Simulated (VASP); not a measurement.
# V (Im-3m) in VASP: notebook, part 3 of 3

VASP 6.6.1. Earlier steps stand in the parts before.

### 6 Relaxation of cell and atoms, PBE, target pressure 1 GPa, at which the enthalpy is minimised

This run uses another cell than the first one, of 13.33 Å³/atom, 0.990 times its volume.

The input, INCAR:

```
  PREC = Accurate
  ENCUT = 600
  EDIFF = 1E-6
  ISMEAR = 0
  SIGMA = 0.1
  LREAL = F
  LASPH = T
  NELM = 100
  ALGO = Fast
  ISIF = 3
  LWAVE = F
  LCHARG = F
  GGA = PE
  IBRION = 2
  NSW = 70
  EDIFFG = -0.008
  PSTRESS = 10.0
```

The input, KPOINTS:

```
Automatic mesh
0
Gamma
  20 20 20
```

The input, POSCAR:

```
V
1.0
   -1.4935582110      1.4935582110      1.4935582110
    1.4935582110     -1.4935582110      1.4935582110
    1.4935582110      1.4935582110     -1.4935582110
V
1
Direct
    0.0000000000      0.0000000000      0.0000000000
```

Potentials or basis: VASP PAW PBE potentials, release 64 (V_sv).

Command:

```console
> cat potpaw_PBE.64/V_sv/POTCAR > POTCAR
> mpirun -np 1 vasp_std > vasp.out
```

OUTCAR:

```text
PREC = Accurate
   ENCUT = 600
   EDIFF = 1E-6
   ISMEAR = 0
   LREAL = F
   LASPH = T
   NELM = 100
   ISIF = 3
   GGA = PE
   IBRION = 2
   NSW = 70
   EDIFFG = -0.008
   PSTRESS = 10.0

 ion  position               nearest neighbor table
   1  0.000  0.000  0.000-

  LATTYP: Found a body centered cubic cell.
 ALAT       =     2.9871164220

  Lattice vectors:

 A1 = (  -1.4935582110,   1.4935582110,   1.4935582110)
 A2 = (   1.4935582110,  -1.4935582110,   1.4935582110)
 A3 = (   1.4935582110,   1.4935582110,  -1.4935582110)

Analysis of symmetry for initial positions (statically):
=====================================================================
 Subroutine PRICEL returns:
[... 252 lines left out ...]
  free energy    TOTEN  =        -8.99640322 eV

  energy without entropy =       -8.98766885  energy(sigma->0) =       -8.99203603

 E-fermi :   9.7676     XC(G=0): -12.9331

 val. band max:        9.7654791531   @ k =   0.3000   0.0500  -0.0000
 cond. band min:       9.7683674703   @ k =   0.1000   0.0500   0.0500
 fundamental gap:      0.0028883172
 Fermi energy:         9.7676386564

 k-point     1 :       0.0000    0.0000    0.0000
  band No.  band energies     occupation
      1     -53.9458      2.00000
      2     -27.2381      2.00000
      3     -27.2381      2.00000
      4     -27.2381      2.00000
      5       3.1738      2.00000
      6      10.1821      0.00000
      7      10.1821      0.00000
      8      10.1821      0.00000
      9      12.2044      0.00000
     10      12.2044      0.00000
[... 287 lines left out ...]
 k-point    24 :       0.2500    0.1000    0.0000
  band No.  band energies     occupation
      1     -53.8063      2.00000
      2     -27.8541      2.00000
      3     -27.4359      2.00000
      4     -27.2732      2.00000
      5       6.1899      2.00000
      6       9.1124      2.00000
      7       9.4929      1.99990
      8      11.8262      0.00000
      9      12.4933      0.00000
     10      12.7565      0.00000

 [... further k-points ...]
[... 5 lines left out ...]
  --------------------------------------------------------------------------------------
  -------------------------------------------------------------------------------------
  Total        0.0820014      0.0820014      0.0820014      0.0000000     -0.0000000      0.0000000
  in kB        9.8043970      9.8043970      9.8043970      0.0000000     -0.0000000      0.0000000
  external PRESSURE =      -0.1956030 kB  Pullay stress =      10.0000000 kB
[... 20 lines left out ...]
  energy  without entropy=       -8.9876688489  energy(sigma->0) =       -8.99203603

  enthalpy is  TOTEN    =        -8.9127658015 eV   P V=        0.0836374160

 reached required accuracy - stopping structural energy minimisation
```

OSZICAR:

```text
N       E                     dE             d eps       ncg     rms          rms(c)
DAV:   1     0.947961131604E+02    0.94796E+02   -0.79374E+03  5128   0.158E+03
DAV:   2    -0.876553219133E+01   -0.10356E+03   -0.10159E+03  5270   0.392E+02
DAV:   3    -0.103583878788E+02   -0.15929E+01   -0.15561E+01  5382   0.573E+01
[... 24 lines left out ...]
RMM:   3    -0.899644663936E+01   -0.11412E-03   -0.31089E-03  5121   0.547E-01    0.137E-01
RMM:   4    -0.899640207293E+01    0.44566E-04   -0.31765E-04  5301   0.259E-01    0.346E-02
RMM:   5    -0.899640376784E+01   -0.16949E-05   -0.48064E-05  5207   0.121E-01    0.985E-03
RMM:   6    -0.899640386002E+01   -0.92189E-07   -0.15104E-05  5134   0.619E-02    0.950E-03
RMM:   7    -0.899640321752E+01    0.64251E-06   -0.43151E-06  4455   0.383E-02
   3 F= -.89127658E+01 E0= -.89083986E+01  d E =-.236068E-03
```

CONTCAR:

```text
V
   1.00000000000000
    -1.4962944529087681    1.4962944529087681    1.4962944529087681
     1.4962944529087681   -1.4962944529087681    1.4962944529087681
     1.4962944529087681    1.4962944529087681   -1.4962944529087681
  V
     1
Direct
     0.0000000000000000    0.0000000000000000    0.0000000000000000

  0.00000000E+00  0.00000000E+00  0.00000000E+00
```

Run time: 60 s. Hardware: 1 thread of Intel Xeon Platinum 8259CL at 2.50GHz (Skylake/Cascade Lake), shared host; peak memory 0.18 GiB.

Results:

```yaml
Free_energy: -8.9964 eV
Relaxed_volume: 13.40 Å³/atom
Relaxed_cell: a = 2.592 Å, b = 2.592 Å, c = 2.592 Å, α = 109.47°, β = 109.47°, γ = 109.47°
Space_group_after_relaxing_to_0.05_Å: Im-3m (No. 229)
Energy_change_on_relaxing_the_enthalpy_is_what_falls: -0.7 meV/atom
Ionic_steps: 3
Pressure_after_relaxing: 1.0 GPa
```

Step by step:
```
step  energy change (eV)  largest force (eV/Å)  pressure (GPa)  volume (Å³)
   1              0.0000                0.0000            2.10        13.33
   2             -0.0009                0.0000           -0.44        13.50
   3             -0.0007                0.0000            0.98        13.40
```

Final structure:
```
CELL_PARAMETERS angstrom
-1.49629 1.49629 1.49629
1.49629 -1.49629 1.49629
1.49629 1.49629 -1.49629
ATOMIC_POSITIONS crystal
V 0.00000 0.00000 0.00000
```

Caveat: the cell is relaxed towards a set pressure, so the enthalpy falls and the energy may rise.

### 7 Overview

| task | cell | cutoff (eV) | gap on the mesh (eV) | pressure (GPa) |
| --- | --- | --- | --- | --- |
| single point | a = 2.596 Å, angles 109.5°, 1 atom | 520 | none | 0.4 |
| relaxation of cell and atoms | relaxed from a = 2.621 Å, angles 109.5°, 1 atom | 600 | none | 0.0 |
| relaxation of cell and atoms | relaxed to 4 GPa from a = 2.577 Å, angles 109.5°, 1 atom | 600 | none | 4.0 |
| relaxation of cell and atoms | relaxed to 1 GPa from a = 2.587 Å, angles 109.5°, 1 atom | 600 | none | 1.0 |

Alike in all rows: level PBE; potentials or basis VASP PAW PBE potentials, release 64 (V_sv); no spin polarisation; k mesh 20 × 20 × 20; smearing gaussian 0.1 eV.

Caveats: the cell is relaxed towards a set pressure, so the enthalpy falls and the energy may rise (some runs).

Absolute energies hang on the potentials; compare differences alone.
